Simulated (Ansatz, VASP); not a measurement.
This is a calculation of FePt for VASP 6.6.1.

INCAR

```
SYSTEM = FePt
  PREC = Accurate
  ENCUT = 600
  EDIFF = 1E-7
  ISMEAR = -1
  SIGMA = 0.05
  LREAL = .FALSE.
  LASPH = .TRUE.
  NELM = 150
  ALGO = Normal
  ISIF = 3
  LWAVE = .FALSE.
  LCHARG = .FALSE.
  ISPIN = 2
  MAGMOM = 0 3
  LORBIT = 11
  LMAXMIX = 4
  GGA = RP
  IVDW = 13
  IBRION = 2
  NSW = 80
  EDIFFG = -0.02
```

The input KPOINTS:

```
Automatic mesh
0
G
  10 10 7
  0 0 0
```

File POSCAR:

```
FePt
1.0
    2.7235000000      0.0000000000      0.0000000000
    0.0000000000      2.7235000000      0.0000000000
    0.0000000000      0.0000000000      3.7200000000
Pt Fe
1 1
Direct
    0.5000000000      0.5000000000      0.5000000000
    0.0000000000      0.0000000000      0.0000000000
```

Potentials or basis: VASP PAW PBE potentials, release 64 (Pt, Fe).

Command:

```console
$ cat potpaw_PBE.64/Pt/POTCAR potpaw_PBE.64/Fe/POTCAR > POTCAR
$ mpirun -np 1 vasp_std > vasp.out
```

Problem. Translate it to Ansatz 0.2.0. Potentials there: all-electron LAPW, scalar-relativistic.

Solution. As run (the cutoff follows the program's own potentials):

Contents of input.yaml:

```yaml
crystal:
  lattice:
    - [2.7235, 0.0, 0.0]
    - [0.0, 2.7235, 0.0]
    - [0.0, 0.0, 3.72]
  atoms:
    - { symbol: Pt, position: [0.5, 0.5, 0.5] }
    - { symbol: Fe, position: [0.0, 0.0, 0.0], spin: 3.0 }
kpoints:
  mp_grid: { grid: [10, 10, 7] }
scf:
  occupations: { method: fermi_dirac, width: 0.05 }
hamiltonian:
  xc: rpbe
  dispersion: d4
  pseudopotentials: { kind: all_electron, lapw: { basis_error: 0.001 } }
magnetization:
  spin_polarized: true
output:
  forces: true
  stress: true
relax:
  f_tol: 0.02
  max_steps: 60
  cell: {}
```

Potentials or basis: all-electron LAPW, scalar-relativistic.

Command:

```sh
$ ansatz run input.yaml --threads 2 --pin off --max-ram 6144MiB --backend cpu --events-out ev --progress --plain --runs-dir out
```

Both were run:

|  | VASP | Ansatz | Ansatz less VASP |
| --- | --- | --- | --- |
| net moment per atom (μB) | 1.64 | 1.64 | +0.006 |
| size of the moment on the site where the two differ most (μB) | 2.92 | 2.98 | +0.055 |
| relaxed volume (Å³/atom) | 13.59 | 13.62 | +0.030 |
| relaxed length of the cell vector where the two differ most in proportion (Å) | 3.703 | 3.707 | +0.0043 |

VASP's potentials were made for PBE, not for RPBE. Site moments also hang on the region over which each program counts them. Ansatz ran all-electron here, and VASP with PAW potentials.

Spin-orbit coupling is off throughout.
